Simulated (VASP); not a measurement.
# GeMo (zincblende type) (F-43m) in VASP: notebook

The runs below take GeMo (zincblende type) through single point, relaxation of cell and atoms, with PBE.

All numbers are computed with VASP 6.6.1; they aren't measurements. Logs are shortened: lines on timing, memory, paths and dates and some standing lists are left out, and cuts for length are marked.

**1. The cell of the first run**

The structure is cubic, space group F-43m (No. 216). The conventional cell has a = 4.475 Å, b = 4.475 Å, c = 4.475 Å, α = 90.00°, β = 90.00°, γ = 90.00°. Within 2.6 Å of Mo (site symmetry -43m) lie 4 Ge at 1.94 Å. Within 2.6 Å of Ge (site symmetry -43m) lie 4 Mo at 1.94 Å.

**2. Single point, PBE**

INCAR reads:

```
ALGO = Normal
EDIFF = 1E-6
ENCUT = 500
GGA = PE
GGA_COMPAT = F
ISIF = 2
ISMEAR = -1
LASPH = T
LCHARG = F
LREAL = F
LWAVE = F
NBANDS = 21
NELM = 120
PREC = Accurate
SIGMA = 0.1
```

KPOINTS reads:

```
k-points
0
Gamma
  13 13 13
```

POSCAR reads:

```
GeMo
1.0
    0.0000000000      2.2373047753      2.2373047753
    2.2373047753      0.0000000000      2.2373047753
    2.2373047753      2.2373047753      0.0000000000
Mo Ge
1 1
Direct
    0.0000000000      0.0000000000      0.0000000000
    0.2500000000      0.2500000000      0.2500000000
```

Potentials or basis: VASP PAW PBE potentials, release 64 (Mo_sv, Ge_d).

Launch:

```sh
$ cat potpaw_PBE.64/Mo_sv/POTCAR potpaw_PBE.64/Ge_d/POTCAR > POTCAR
$ mpirun -np 1 vasp_std > vasp.out
```

OUTCAR:

```text
EDIFF = 1E-6
   ENCUT = 500
   GGA = PE
   ISIF = 2
   ISMEAR = -1
   LASPH = T
   LREAL = F
   NELM = 120
   PREC = Accurate

 ion  position               nearest neighbor table
   1  0.000  0.000  0.000-   2 1.94   2 1.94   2 1.94   2 1.94
   2  0.250  0.250  0.250-   1 1.94   1 1.94   1 1.94   1 1.94

  LATTYP: Found a face centered cubic cell.
 ALAT       =     4.4746095506

  Lattice vectors:

 A1 = (   0.0000000000,   2.2373047753,   2.2373047753)
 A2 = (   2.2373047753,   0.0000000000,   2.2373047753)
 A3 = (   2.2373047753,   2.2373047753,   0.0000000000)

Analysis of symmetry for initial positions (statically):
=====================================================================
 Subroutine PRICEL returns:
 Original cell was already a primitive cell.

 Routine SETGRP: Setting up the symmetry group for a
 face centered cubic supercell.

 Subroutine GETGRP returns: Found 24 space group operations
 (whereof 24 operations were pure point group operations)
 out of a pool of 48 trial point group operations.

The static configuration has the point symmetry T_d .

Analysis of symmetry for dynamics (positions and initial velocities):
=====================================================================
 Subroutine PRICEL returns:
 Original cell was already a primitive cell.

 Routine SETGRP: Setting up the symmetry group for a
 face centered cubic supercell.

 Subroutine GETGRP returns: Found 24 space group operations
 (whereof 24 operations were pure point group operations)
 out of a pool of 48 trial point group operations.

The dynamic configuration has the point symmetry T_d .

 Subroutine INISYM returns: Found 24 space group operations
 (whereof 24 operations are pure point group operations),
 and found     1 'primitive' translations

----------------------------------------------------------------------------------------

                                     Primitive cell

  volume of cell :      22.3978

  direct lattice vectors                    reciprocal lattice vectors
     0.000000000  2.237304775  2.237304775    -0.223483186  0.223483186  0.223483186
     2.237304775  0.000000000  2.237304775     0.223483186 -0.223483186  0.223483186
     2.237304775  2.237304775  0.000000000     0.223483186  0.223483186 -0.223483186

  length of vectors
     3.164026756  3.164026756  3.164026756     0.387084233  0.387084233  0.387084233

  position of ions in fractional coordinates (direct lattice)
     0.000000000  0.000000000  0.000000000
     0.250000000  0.250000000  0.250000000

  ion indices of the primitive-cell ions
   primitive index   ion index
                 1           1
                 2           2

----------------------------------------------------------------------------------------

 KPOINTS: k-points

Automatic generation of k-mesh.
 Grid dimensions read from file:
 generate k-points for:   13   13   13

 Generating k-lattice:

  Cartesian coordinates                     Fractional coordinates (reciprocal lattice)
    -0.017191014  0.017191014  0.017191014     0.076923077  0.000000000  0.000000000
     0.017191014 -0.017191014  0.017191014     0.000000000  0.076923077  0.000000000
     0.017191014  0.017191014 -0.017191014     0.000000000  0.000000000  0.076923077

  Length of vectors
     0.029775710  0.029775710  0.029775710

  Shift w.r.t. Gamma in fractional coordinates (k-lattice)
     0.000000000  0.000000000  0.000000000

 Subroutine IBZKPT returns following result:
 ===========================================

 Found     84 irreducible k-points:

 Following reciprocal coordinates:
            Coordinates               Weight
  0.000000  0.000000  0.000000      1.000000
  0.076923  0.000000  0.000000      8.000000
  0.153846  0.000000  0.000000      8.000000
  0.230769  0.000000  0.000000      8.000000
  0.307692  0.000000  0.000000      8.000000
  0.384615  0.000000  0.000000      8.000000
[... 16 lines left out ...]
  0.384615  0.153846  0.000000     24.000000
  0.461538  0.153846  0.000000     24.000000
 [... further k-points ...]
   k-points           NKPTS =     84   k-points in BZ     NKDIM =     84   number of bands    NBANDS=     21
   number of dos      NEDOS =    301   number of ions     NIONS =      2
   total plane-waves  NPLWV =  13824
   dimension x,y,z NGX =    24 NGY =   24 NGZ =   24
   dimension x,y,z NGXF=    48 NGYF=   48 NGZF=   48
   ions per type =               1   1
   NGX,Y,Z   is equivalent  to a cutoff of  12.61, 12.61, 12.61 a.u.
   NGXF,Y,Z  is equivalent  to a cutoff of  25.22, 25.22, 25.22 a.u.
 SYSTEM =  unknown system
   PREC   = accura    normal or accurate (medium, high low for compatibility)
   ISTART =      0    job   : 0-new  1-cont  2-samecut
   ICHARG =      2    charge: 1-file 2-atom 10-const
   ISPIN  =      1    spin polarized calculation?
   LNONCOLLINEAR =      F non collinear calculations
   LSORBIT =      F    spin-orbit coupling
   LASPH  =      T    aspherical Exc in radial PAW
   ENCUT  =  500.0 eV  36.75 Ry    6.06 a.u.   5.77  5.77  5.77*2*pi/ulx,y,z
   NELM   =    120;   NELMIN=  2; NELMDL= -5     # of ELM steps
   EDIFF  = 0.1E-05   stopping-criterion for ELM
   LREAL  =      F    real-space projection
   EDIFFG = 0.1E-04   stopping-criterion for IOM
   NSW    =      0    number of steps for IOM
   IBRION =     -1    ionic relax: 0-MD 1-quasi-New 2-CG
   NFREE  =      0    steps in history (QN), initial steepest desc. (CG)
   ISIF   =      2    stress and relaxation
   ISYM   =      2    0-nonsym 1-usesym 2-fastsym
   POTIM  = 0.5000    time-step for ionic-motion
   TEBEG  =    0.0;   TEEND  =   0.0 temperature during run
   PSTRESS=    0.0 pullay stress
   NELECT =      28.0000    total number of electrons
   NUPDOWN=      -1.0000    fix difference up-down
   EMIN   =  10.00;   EMAX   =-10.00  energy-range for DOS
   EFERMI =   0.00;   METHOD = LEGACY
   ISMEAR =    -1;   SIGMA  =   0.10  broadening in eV -4-tet -1-fermi 0-gaus
   EFERMI_NEDOS =   21; number of points for ismear=-14 and -15
   IALGO  =     38    algorithm
   IMIX   =      4    mixing-type and parameters
     AMIX     =   0.40;   BMIX     =  1.00
     AMIX_MAG =   1.60;   BMIX_MAG =  1.00
  volume/ion in A,a.u.               =      11.20        75.57
  Fermi-wavevector in a.u.,A,eV,Ry     =   1.763569  3.332661 42.316490  3.110174
  Thomas-Fermi vector in A             =   2.831718
   LORBIT       =      0    0 simple, 1 ext, 2 COOP (PROOUT), +10 PAW based schemes
   GGA     = PE    functional components
   LHFCALC =     F    Hartree Fock is set to
   AEXX    =    0.0000 exact exchange contribution
   IVDW    =     0    specifies the selected vdW correction
   LEPSILON=     F    determine dielectric tensor
   LRPA    =     F    only Hartree local field effects (RPA)
 non-spin polarized calculation
  energy-cutoff  :      500.00
  volume of cell :       22.40
 maximum number of plane-waves:       578
   NGX = 11   NGY = 11   NGZ = 11

 number of electron      28.0000015 magnetization

 Free energy of the ion-electron system (eV)
  ---------------------------------------------------
  ext. energy  EPLUGINS =         0.00000000
  ---------------------------------------------------
  free energy    TOTEN  =        -0.69244912 eV

  energy without entropy =       -0.65143612  energy(sigma->0) =       -0.67194262

 E-fermi :  15.1516     XC(G=0): -14.4334

 val. band max:       15.1435001537   @ k =   0.3077   0.2308   0.0769
 cond. band min:      15.1710746305   @ k =  -0.3846   0.4615   0.1538
 fundamental gap:      0.0275744767
 Fermi energy:        15.1515564223

 k-point     1 :       0.0000    0.0000    0.0000
  band No.  band energies     occupation
      1     -45.3809      2.00000
      2     -20.0718      2.00000
      3     -20.0718      2.00000
      4     -20.0718      2.00000
      5     -10.3579      2.00000
      6     -10.3579      2.00000
[... 13 lines left out ...]
     20      31.3287      0.00000
     21      34.1280      0.00000

 k-point     2 :       0.0769    0.0000    0.0000
  band No.  band energies     occupation
      1     -45.3763      2.00000
      2     -20.0978      2.00000
      3     -20.0722      2.00000
      4     -20.0722      2.00000
      5     -10.3597      2.00000
      6     -10.3597      2.00000
[... 13 lines left out ...]
     20      31.6704      0.00000
     21      33.0171      0.00000

 k-point     3 :       0.1538    0.0000    0.0000
  band No.  band energies     occupation
      1     -45.3633      2.00000
      2     -20.1689      2.00000
      3     -20.0733      2.00000
      4     -20.0733      2.00000
      5     -10.3632      2.00000
      6     -10.3632      2.00000
[... 13 lines left out ...]
     20      29.8114      0.00000
     21      31.6496      0.00000

 k-point     4 :       0.2308    0.0000    0.0000
  band No.  band energies     occupation
      1     -45.3448      2.00000
      2     -20.2673      2.00000
      3     -20.0750      2.00000
      4     -20.0750      2.00000
      5     -10.3644      2.00000
      6     -10.3644      2.00000
[... 13 lines left out ...]
     20      28.5057      0.00000
     21      30.0035      0.00000

 k-point     5 :       0.3077    0.0000    0.0000
  band No.  band energies     occupation
      1     -45.3252      2.00000
      2     -20.3694      2.00000
      3     -20.0768      2.00000
      4     -20.0768      2.00000
      5     -10.3602      2.00000
      6     -10.3602      2.00000
[... 13 lines left out ...]
     20      29.8711      0.00000
     21      30.4466      0.00000
[... 382 lines left out ...]
     20      29.6711      0.00000
     21      29.8995      0.00000

 k-point    22 :       0.3077    0.1538    0.0000
  band No.  band energies     occupation
      1     -45.3262      2.00000
      2     -20.3228      2.00000
      3     -20.1012      2.00000
      4     -20.0926      2.00000
      5     -10.4073      2.00000
      6     -10.3263      2.00000
[... 13 lines left out ...]
     20      29.7460      0.00000
     21      29.9312      0.00000

 k-point    23 :       0.3846    0.1538    0.0000
  band No.  band energies     occupation
      1     -45.3092      2.00000
      2     -20.3954      2.00000
      3     -20.1175      2.00000
      4     -20.0935      2.00000
      5     -10.4000      2.00000
      6     -10.3239      2.00000
[... 13 lines left out ...]
     20      30.6392      0.00000
     21      30.8631      0.00000

 k-point    24 :       0.4615    0.1538    0.0000
  band No.  band energies     occupation
      1     -45.2965      2.00000
      2     -20.4456      2.00000
      3     -20.1353      2.00000
      4     -20.0917      2.00000
      5     -10.3933      2.00000
      6     -10.3326      2.00000
[... 13 lines left out ...]
     20      31.5064      0.00000
     21      32.7591      0.00000

 [... further k-points ...]

------------------------ aborting loop because EDIFF is reached ----------------------------------------

  FORCE on cell =-STRESS in cart. coord.  units (eV):
  Direction    XX          YY          ZZ          XY          YZ          ZX
  --------------------------------------------------------------------------------------
  -------------------------------------------------------------------------------------
  Total       43.4425023     43.4425023     43.4425023     -0.0000000     -0.0000000      0.0000000
  in kB     3107.5632071   3107.5632071   3107.5632071     -0.0000000     -0.0000000      0.0000000
  external PRESSURE =    3107.5632071 kB  Pullay stress =       0.0000000 kB

 VOLUME and BASIS-vectors are now :
 -----------------------------------------------------------------------------
  energy-cutoff  :      500.00
  volume of cell :       22.40
      direct lattice vectors                 reciprocal lattice vectors
     0.000000000  2.237304775  2.237304775    -0.223483186  0.223483186  0.223483186
     2.237304775  0.000000000  2.237304775     0.223483186 -0.223483186  0.223483186
     2.237304775  2.237304775  0.000000000     0.223483186  0.223483186 -0.223483186

 POSITION                                       TOTAL-FORCE (eV/Angst)
 -----------------------------------------------------------------------------------
      0.00000      0.00000      0.00000        -0.000000     -0.000000     -0.000000
      1.11865      1.11865      1.11865         0.000000      0.000000      0.000000
 -----------------------------------------------------------------------------------
    total drift:                                0.000003      0.000003      0.000003

  FREE ENERGIE OF THE ION-ELECTRON SYSTEM (eV)
  ---------------------------------------------------
  free  energy   TOTEN  =        -0.6924491207 eV

  energy  without entropy=       -0.6514361170  energy(sigma->0) =       -0.67194262
```

Run time: 40 s. Hardware: 1 thread of Intel Xeon 8259CL, shared host; peak memory 0.16 GiB.

Results:

```
Free energy            : -0.6924 eV
Pressure               : 310.8 GPa
Band gap on the k mesh : zero (bands 14 and 15 overlap by 1.30 eV)
```

Caveat: the cell stands under pressure.

**3. Single point, PBE**

INCAR reads:

```
PREC = Accurate
ENCUT = 500
EDIFF = 1E-6
ISMEAR = -1
SIGMA = 0.1
LREAL = F
LASPH = T
NELM = 120
ALGO = Normal
ISIF = 2
LWAVE = F
LCHARG = F
GGA = PE
NBANDS = 21
GGA_COMPAT = F
```

KPOINTS reads:

```
Automatic mesh
0
Gamma
  13 13 13
```

POSCAR reads:

```
GeMo
1.0
    0.0000000000      2.2369044371      2.2369044371
    2.2369044371      0.0000000000      2.2369044371
    2.2369044371      2.2369044371      0.0000000000
Mo Ge
1 1
Direct
    0.0000000000      0.0000000000      0.0000000000
    0.2500000000      0.2500000000      0.2500000000
```

Potentials or basis: VASP PAW PBE potentials, release 64 (Mo_sv, Ge_d).

Launch:

```sh
$ cat potpaw_PBE.64/Mo_sv/POTCAR potpaw_PBE.64/Ge_d/POTCAR > POTCAR
$ mpirun -np 1 vasp_std > vasp.out
```

Wall time 43 s (1 thread of Intel Xeon 8259CL, shared host); peak memory 0.16 GiB.

It converged, with:

| Item | Value |
| --- | --- |
| Free energy | -0.6691 eV |
| Pressure | 311.3 GPa |
| Band gap on the k mesh | zero (bands 14 and 15 overlap by 1.30 eV) |

Levels at points of the mesh, in eV from the Fermi level:
| k point | band 12 | band 13 | band 14 | band 15 | band 16 | band 17 |
| --- | --- | --- | --- | --- | --- | --- |
| (0.00, 0.00, 0.00) | -5.12 | -5.12 | -0.52 | -0.52 | 8.10 | 10.22 |

Caveat: the cell stands under pressure.

(Part 1 of 2 ends here.)

The gap in the log of VASP goes by the Fermi energy; the results here count the filled bands.